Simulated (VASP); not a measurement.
# Cs (Fm-3m) in VASP: further runs

Cs is run at these levels: PBE; tasks: single point, relaxation of cell and atoms.

Program: VASP 6.6.1. These are calculated values, not measurements. Logs are shortened: lines on timing, memory, paths and dates and some standing lists are left out, and cuts for length are marked.

## Step 1: The cell of the first run

Symmetry: Fm-3m, No. 225, cubic system. The conventional cell has a = 7.754 Å, b = 7.754 Å, c = 7.754 Å, α = 90.00°, β = 90.00°, γ = 90.00°.

## Step 2: Single point, PBE

INCAR reads:

```
SYSTEM = Cs
PREC = Accurate
ENCUT = 520
EDIFF = 1E-6
ISMEAR = -1
SIGMA = 0.05
LREAL = .False.
LASPH = .True.
NELM = 100
ALGO = Normal
ISIF = 2
LWAVE = .False.
LCHARG = .False.
GGA = PE
NBANDS = 10
```

KPOINTS reads:

```
regular mesh
0
Gamma
  9 9 9
  0 0 0
```

POSCAR reads:

```
Cs
1.0
    0.0000000000      3.8769736737      3.8769736737
    3.8769736737      0.0000000000      3.8769736737
    3.8769736737      3.8769736737      0.0000000000
Cs
1
Direct
    0.0000000000      0.0000000000      0.0000000000
```

Potentials or basis: VASP PAW PBE potentials, release 64 (Cs_sv).

Command:

```console
> cat potpaw_PBE.64/Cs_sv/POTCAR > POTCAR
> mpirun -np 1 vasp_std > vasp.out
```

OUTCAR:

```text
SYSTEM = Cs
   PREC = Accurate
   ENCUT = 520
   EDIFF = 1E-6
   ISMEAR = -1
   LREAL = .False.
   LASPH = .True.
   NELM = 100
   ISIF = 2
   GGA = PE

 ion  position               nearest neighbor table
   1  0.000  0.000  0.000-

  LATTYP: Found a face centered cubic cell.
 ALAT       =     7.7539473474

  Lattice vectors:

 A1 = (   0.0000000000,   3.8769736737,   3.8769736737)
 A2 = (   3.8769736737,   0.0000000000,   3.8769736737)
 A3 = (   3.8769736737,   3.8769736737,   0.0000000000)

Analysis of symmetry for initial positions (statically):
=====================================================================
 Subroutine PRICEL returns:
 Original cell was already a primitive cell.

 Routine SETGRP: Setting up the symmetry group for a
 face centered cubic supercell.

 Subroutine GETGRP returns: Found 48 space group operations
 (whereof 48 operations were pure point group operations)
 out of a pool of 48 trial point group operations.

The static configuration has the point symmetry O_h .

Analysis of symmetry for dynamics (positions and initial velocities):
=====================================================================
 Subroutine PRICEL returns:
 Original cell was already a primitive cell.

 Routine SETGRP: Setting up the symmetry group for a
 face centered cubic supercell.

 Subroutine GETGRP returns: Found 48 space group operations
 (whereof 48 operations were pure point group operations)
 out of a pool of 48 trial point group operations.

The dynamic configuration has the point symmetry O_h .

 Subroutine INISYM returns: Found 48 space group operations
 (whereof 48 operations are pure point group operations),
 and found     1 'primitive' translations

----------------------------------------------------------------------------------------

                                     Primitive cell

  volume of cell :     116.5490

  direct lattice vectors                    reciprocal lattice vectors
     0.000000000  3.876973674  3.876973674    -0.128966571  0.128966571  0.128966571
     3.876973674  0.000000000  3.876973674     0.128966571 -0.128966571  0.128966571
     3.876973674  3.876973674  0.000000000     0.128966571  0.128966571 -0.128966571

  length of vectors
     5.482868750  5.482868750  5.482868750     0.223376653  0.223376653  0.223376653

  position of ions in fractional coordinates (direct lattice)
     0.000000000  0.000000000  0.000000000

  ion indices of the primitive-cell ions
   primitive index   ion index
                 1           1

----------------------------------------------------------------------------------------

 KPOINTS: regular mesh

Automatic generation of k-mesh.
 Grid dimensions read from file:
 generate k-points for:    9    9    9

 Generating k-lattice:

  Cartesian coordinates                     Fractional coordinates (reciprocal lattice)
    -0.014329619  0.014329619  0.014329619     0.111111111  0.000000000  0.000000000
     0.014329619 -0.014329619  0.014329619     0.000000000  0.111111111  0.000000000
     0.014329619  0.014329619 -0.014329619     0.000000000  0.000000000  0.111111111

  Length of vectors
     0.024819628  0.024819628  0.024819628

  Shift w.r.t. Gamma in fractional coordinates (k-lattice)
     0.000000000  0.000000000  0.000000000

 Subroutine IBZKPT returns following result:
 ===========================================

 Found     35 irreducible k-points:

 Following reciprocal coordinates:
            Coordinates               Weight
  0.000000  0.000000  0.000000      1.000000
  0.111111  0.000000  0.000000      8.000000
  0.222222  0.000000  0.000000      8.000000
  0.333333  0.000000  0.000000      8.000000
  0.444444  0.000000  0.000000      8.000000
  0.111111  0.111111  0.000000      6.000000
[... 16 lines left out ...]
 -0.333333  0.333333  0.000000     12.000000
  0.444444  0.444444  0.000000      6.000000
 [... further k-points ...]
   k-points           NKPTS =     35   k-points in BZ     NKDIM =     35   number of bands    NBANDS=     10
   number of dos      NEDOS =    301   number of ions     NIONS =      1
   total plane-waves  NPLWV =  74088
   dimension x,y,z NGX =    42 NGY =   42 NGZ =   42
   dimension x,y,z NGXF=    84 NGYF=   84 NGZF=   84
   ions per type =               1
   NGX,Y,Z   is equivalent  to a cutoff of  12.73, 12.73, 12.73 a.u.
   NGXF,Y,Z  is equivalent  to a cutoff of  25.47, 25.47, 25.47 a.u.
 SYSTEM =  Cs
   PREC   = accura    normal or accurate (medium, high low for compatibility)
   ISTART =      0    job   : 0-new  1-cont  2-samecut
   ICHARG =      2    charge: 1-file 2-atom 10-const
   ISPIN  =      1    spin polarized calculation?
   LNONCOLLINEAR =      F non collinear calculations
   LSORBIT =      F    spin-orbit coupling
   LASPH  =      T    aspherical Exc in radial PAW
   ENCUT  =  520.0 eV  38.22 Ry    6.18 a.u.  10.19 10.19 10.19*2*pi/ulx,y,z
   NELM   =    100;   NELMIN=  2; NELMDL= -5     # of ELM steps
   EDIFF  = 0.1E-05   stopping-criterion for ELM
   LREAL  =      F    real-space projection
   EDIFFG = 0.1E-04   stopping-criterion for IOM
   NSW    =      0    number of steps for IOM
   IBRION =     -1    ionic relax: 0-MD 1-quasi-New 2-CG
   NFREE  =      0    steps in history (QN), initial steepest desc. (CG)
   ISIF   =      2    stress and relaxation
   ISYM   =      2    0-nonsym 1-usesym 2-fastsym
   POTIM  = 0.5000    time-step for ionic-motion
   TEBEG  =    0.0;   TEEND  =   0.0 temperature during run
   PSTRESS=    0.0 pullay stress
   NELECT =       9.0000    total number of electrons
   NUPDOWN=      -1.0000    fix difference up-down
   EMIN   =  10.00;   EMAX   =-10.00  energy-range for DOS
   EFERMI =   0.00;   METHOD = LEGACY
   ISMEAR =    -1;   SIGMA  =   0.05  broadening in eV -4-tet -1-fermi 0-gaus
   EFERMI_NEDOS =   21; number of points for ismear=-14 and -15
   IALGO  =     38    algorithm
   IMIX   =      4    mixing-type and parameters
     AMIX     =   0.40;   BMIX     =  1.00
     AMIX_MAG =   1.60;   BMIX_MAG =  1.00
  volume/ion in A,a.u.               =     116.55       786.51
  Fermi-wavevector in a.u.,A,eV,Ry     =   0.697139  1.317402  6.612473  0.486003
  Thomas-Fermi vector in A             =   1.780384
   LORBIT       =      0    0 simple, 1 ext, 2 COOP (PROOUT), +10 PAW based schemes
   GGA     = PE    functional components
   LHFCALC =     F    Hartree Fock is set to
   AEXX    =    0.0000 exact exchange contribution
   IVDW    =     0    specifies the selected vdW correction
   LEPSILON=     F    determine dielectric tensor
   LRPA    =     F    only Hartree local field effects (RPA)
 non-spin polarized calculation
  energy-cutoff  :      520.00
  volume of cell :      116.55
 maximum number of plane-waves:      3154
 NGX is ok and might be reduce to    42
   NGX = 21   NGY = 21   NGZ = 21

 number of electron       8.9999999 magnetization

 Free energy of the ion-electron system (eV)
  ---------------------------------------------------
  ext. energy  EPLUGINS =         0.00000000
  ---------------------------------------------------
  free energy    TOTEN  =        -0.85750571 eV

  energy without entropy =       -0.84771060  energy(sigma->0) =       -0.85260816

 E-fermi :   0.4503     XC(G=0):  -5.3727

 val. band max:        0.3119567433   @ k =   0.4444   0.2222   0.0000
 cond. band min:       0.4526983330   @ k =   0.4444   0.3333   0.0000
 fundamental gap:      0.1407415897
 Fermi energy:         0.4503078655

 k-point     1 :       0.0000    0.0000    0.0000
  band No.  band energies     occupation
      1     -23.4401      2.00000
      2     -10.1867      2.00000
      3     -10.1867      2.00000
      4     -10.1867      2.00000
      5      -1.2445      2.00000
      6       2.8615      0.00000
      7       2.8615      0.00000
      8       2.8615      0.00000
      9       3.9329      0.00000
     10       3.9329      0.00000

 k-point     2 :       0.1111    0.0000    0.0000
  band No.  band energies     occupation
      1     -23.4394      2.00000
      2     -10.2023      2.00000
      3     -10.1888      2.00000
      4     -10.1888      2.00000
      5      -1.1176      2.00000
      6       2.6242      0.00000
      7       2.9182      0.00000
      8       2.9182      0.00000
      9       3.8277      0.00000
     10       3.8277      0.00000

 k-point     3 :       0.2222    0.0000    0.0000
  band No.  band energies     occupation
      1     -23.4377      2.00000
      2     -10.2413      2.00000
      3     -10.1940      2.00000
      4     -10.1940      2.00000
      5      -0.7587      2.00000
      6       2.1609      0.00000
      7       2.9634      0.00000
      8       2.9634      0.00000
      9       3.7925      0.00000
     10       3.7925      0.00000

 k-point     4 :       0.3333    0.0000    0.0000
  band No.  band energies     occupation
      1     -23.4358      2.00000
      2     -10.2846      2.00000
      3     -10.2000      2.00000
      4     -10.2000      2.00000
      5      -0.2379      2.00000
      6       1.6870      0.00000
      7       2.8449      0.00000
      8       2.8449      0.00000
      9       4.1370      0.00000
     10       4.1370      0.00000
[... 222 lines left out ...]
 k-point    22 :      -0.4444    0.3333    0.0000
  band No.  band energies     occupation
      1     -23.4328      2.00000
      2     -10.2926      2.00000
      3     -10.2524      2.00000
      4     -10.2249      2.00000
      5       0.8992      0.00025
      6       1.3894      0.00000
      7       1.8084      0.00000
      8       3.5073      0.00000
      9       3.5927      0.00000
     10       4.7030      0.00000

 k-point    23 :      -0.3333    0.3333    0.0000
  band No.  band energies     occupation
      1     -23.4330      2.00000
      2     -10.2741      2.00000
      3     -10.2732      2.00000
      4     -10.2178      2.00000
      5       1.0311      0.00002
      6       1.3454      0.00000
      7       1.7017      0.00000
      8       3.2927      0.00000
      9       3.6507      0.00000
     10       4.2901      0.00000

 k-point    24 :       0.4444    0.4444    0.0000
  band No.  band energies     occupation
      1     -23.4328      2.00000
      2     -10.3050      2.00000
      3     -10.2325      2.00000
      4     -10.2325      2.00000
      5       0.6137      0.07345
      6       1.4959      0.00000
      7       1.8570      0.00000
      8       4.1976      0.00000
      9       4.1976      0.00000
     10       4.6985      0.00000

 [... further k-points ...]
[... 5 lines left out ...]
  --------------------------------------------------------------------------------------
  -------------------------------------------------------------------------------------
  Total       -0.0000890     -0.0000890     -0.0000890     -0.0000000     -0.0000000      0.0000000
  in kB       -0.0012238     -0.0012238     -0.0012238     -0.0000000     -0.0000000      0.0000000
  external PRESSURE =      -0.0012238 kB  Pullay stress =       0.0000000 kB

 VOLUME and BASIS-vectors are now :
 -----------------------------------------------------------------------------
  energy-cutoff  :      520.00
  volume of cell :      116.55
      direct lattice vectors                 reciprocal lattice vectors
     0.000000000  3.876973674  3.876973674    -0.128966571  0.128966571  0.128966571
     3.876973674  0.000000000  3.876973674     0.128966571 -0.128966571  0.128966571
     3.876973674  3.876973674  0.000000000     0.128966571  0.128966571 -0.128966571

 POSITION                                       TOTAL-FORCE (eV/Angst)
 -----------------------------------------------------------------------------------
      0.00000      0.00000      0.00000         0.000000     -0.000000      0.000000
 -----------------------------------------------------------------------------------
    total drift:                               -0.000000     -0.000000     -0.000000

  FREE ENERGIE OF THE ION-ELECTRON SYSTEM (eV)
  ---------------------------------------------------
  free  energy   TOTEN  =        -0.8575057135 eV

  energy  without entropy=       -0.8477106045  energy(sigma->0) =       -0.85260816
```

It took 17 s on 1 thread of Intel Xeon 6975P-C (Granite Rapids), shared host; peak memory 0.24 GiB.

What came out:

```yaml
Free_energy: -0.8575 eV
Pressure: 0.0 GPa
```

Levels at points of the mesh, in eV from the Fermi level:
```csv
k point,band 3,band 4,band 5,band 6,band 7,band 8
"(0.00, 0.00, 0.00)",-10.64,-10.64,-1.69,2.41,2.41,2.41
```

Caveat: spin-orbit coupling is left out, which moves the levels of the heavy elements.

## Step 3: Relaxation of cell and atoms, PBE

INCAR reads:

```
SYSTEM = Cs
PREC = Accurate ; ENCUT = 600
EDIFF = 1E-6 ; ISMEAR = -1
SIGMA = 0.05 ; LREAL = .FALSE.
LASPH = .TRUE. ; NELM = 100
ALGO = Normal ; ISIF = 3
LWAVE = .FALSE. ; LCHARG = .FALSE.
GGA = PE ; IBRION = 2
NSW = 45 ; EDIFFG = -0.005
```

KPOINTS reads:

```
regular mesh
0
G
  9 9 9
  0 0 0
```

POSCAR is that of step 2.

Potentials or basis: VASP PAW PBE potentials, release 64 (Cs_sv).

Command:

```console
> cat potpaw_PBE.64/Cs_sv/POTCAR > POTCAR
> mpirun -np 1 vasp_std > vasp.out
```

OUTCAR:

```text
SYSTEM = Cs
   PREC = Accurate
   ENCUT = 600
   EDIFF = 1E-6
   ISMEAR = -1
   LREAL = .FALSE.
   LASPH = .TRUE.
   NELM = 100
   ISIF = 3
   GGA = PE
   IBRION = 2
   NSW = 45
   EDIFFG = -0.005

 ion  position               nearest neighbor table
   1  0.000  0.000  0.000-

  LATTYP: Found a face centered cubic cell.
 ALAT       =     7.7539473474

  Lattice vectors:

 A1 = (   0.0000000000,   3.8769736737,   3.8769736737)
 A2 = (   3.8769736737,   0.0000000000,   3.8769736737)
 A3 = (   3.8769736737,   3.8769736737,   0.0000000000)

Analysis of symmetry for initial positions (statically):
=====================================================================
 Subroutine PRICEL returns:
 Original cell was already a primitive cell.

 Routine SETGRP: Setting up the symmetry group for a
 face centered cubic supercell.

 Subroutine GETGRP returns: Found 48 space group operations
 (whereof 48 operations were pure point group operations)
 out of a pool of 48 trial point group operations.

The static configuration has the point symmetry O_h .

Analysis of symmetry for dynamics (positions and initial velocities):
[... 157 lines left out ...]

 E-fermi :   0.4502     XC(G=0):  -5.3728

 val. band max:        0.3118203266   @ k =   0.4444   0.2222   0.0000
 cond. band min:       0.4525744170   @ k =   0.4444   0.3333   0.0000
 fundamental gap:      0.1407540904
 Fermi energy:         0.4501804734

 k-point     1 :       0.0000    0.0000    0.0000
  band No.  band energies     occupation
      1     -23.4404      2.00000
      2     -10.1868      2.00000
      3     -10.1868      2.00000
      4     -10.1868      2.00000
      5      -1.2446      2.00000
      6       2.8614      0.00000
      7       2.8614      0.00000
      8       2.8614      0.00000
[... 243 lines left out ...]
 k-point    24 :       0.4444    0.4444    0.0000
  band No.  band energies     occupation
      1     -23.4331      2.00000
      2     -10.3051      2.00000
      3     -10.2326      2.00000
      4     -10.2326      2.00000
      5       0.6136      0.07341
      6       1.4958      0.00000
      7       1.8568      0.00000
      8       4.1975      0.00000

 [... further k-points ...]
[... 5 lines left out ...]
  --------------------------------------------------------------------------------------
  -------------------------------------------------------------------------------------
  Total        0.0031190      0.0031190      0.0031190      0.0000000     -0.0000000     -0.0000000
  in kB        0.0428761      0.0428761      0.0428761      0.0000000     -0.0000000     -0.0000000
  external PRESSURE =       0.0428761 kB  Pullay stress =       0.0000000 kB

 VOLUME and BASIS-vectors are now :
 -----------------------------------------------------------------------------
  energy-cutoff  :      600.00
  volume of cell :      116.55
      direct lattice vectors                 reciprocal lattice vectors
     0.000000000  3.876973674  3.876973674    -0.128966571  0.128966571  0.128966571
     3.876973674  0.000000000  3.876973674     0.128966571 -0.128966571  0.128966571
     3.876973674  3.876973674  0.000000000     0.128966571  0.128966571 -0.128966571

 POSITION                                       TOTAL-FORCE (eV/Angst)
 -----------------------------------------------------------------------------------
      0.00000      0.00000      0.00000         0.000000      0.000000      0.000000
 -----------------------------------------------------------------------------------
    total drift:                                0.000000      0.000000      0.000000

  FREE ENERGIE OF THE ION-ELECTRON SYSTEM (eV)
  ---------------------------------------------------
  free  energy   TOTEN  =        -0.8575413134 eV

  energy  without entropy=       -0.8477462219  energy(sigma->0) =       -0.85264377

 reached required accuracy - stopping structural energy minimisation
```

CONTCAR:

```text
Cs
   1.00000000000000
     0.0000000000000000    3.8769736736999998    3.8769736736999998
     3.8769736736999998    0.0000000000000000    3.8769736736999998
     3.8769736736999998    3.8769736736999998    0.0000000000000000
  Cs
     1
Direct
     0.0000000000000000    0.0000000000000000    0.0000000000000000

  0.00000000E+00  0.00000000E+00  0.00000000E+00
```

It took 20 s on 1 thread of Intel Xeon 6975P-C (Granite Rapids), shared host; peak memory 0.3 GiB.

What came out:

| Item | Value |
| --- | --- |
| Free energy | -0.8575 eV |
| Pressure after relaxing | 0.0 GPa |

Final structure:
```
Cs
1.0
     0.00000    3.87697    3.87697
     3.87697    0.00000    3.87697
     3.87697    3.87697    0.00000
Cs
1
Direct
  0.00000 0.00000 0.00000
```

Levels at points of the mesh, in eV from the Fermi level:
| k point | band 1 | band 2 | band 3 | band 4 | band 5 | band 6 | band 7 | band 8 |
| --- | --- | --- | --- | --- | --- | --- | --- | --- |
| (0.00, 0.00, 0.00) | -23.89 | -10.64 | -10.64 | -10.64 | -1.69 | 2.41 | 2.41 | 2.41 |

Caveat: the relaxation stopped at its first step, so nothing moved; spin-orbit coupling is left out, which moves the levels of the heavy elements.

## Step 4: Single point, PBE

INCAR reads:

```
PREC = Accurate
ENCUT = 520
EDIFF = 1E-6
ISMEAR = -1
SIGMA = 0.05
LREAL = F
LASPH = T
NELM = 100
ALGO = Normal
ISIF = 2
LWAVE = F
LCHARG = T
GGA = PE
LELF = T
LVHAR = T
NBANDS = 10
```

KPOINTS reads:

```
regular mesh
0
Gamma
  9 9 9
```

POSCAR is that of step 3.

Command:

```console
> cat potpaw_PBE.64/Cs_sv/POTCAR > POTCAR
> mpirun -np 1 vasp_std > vasp.out
```

Run time: 19 s. Hardware: 1 thread of Intel Xeon 6975P-C (Granite Rapids), shared host; peak memory 0.25 GiB.

The run converged. Its results:

```yaml
Free_energy: -0.8575 eV
Pressure: 0.0 GPa
```

Levels at points of the mesh, in eV from the Fermi level:
| k point | band 1 | band 2 | band 3 | band 4 | band 5 | band 6 | band 7 | band 8 | band 9 | band 10 |
| --- | --- | --- | --- | --- | --- | --- | --- | --- | --- | --- |
| (0.00, 0.00, 0.00) | -23.89 | -10.64 | -10.64 | -10.64 | -1.69 | 2.41 | 2.41 | 2.41 | 3.48 | 3.48 |

Caveat: spin-orbit coupling is left out, which moves the levels of the heavy elements.

(Continued in part 2 of 2.)
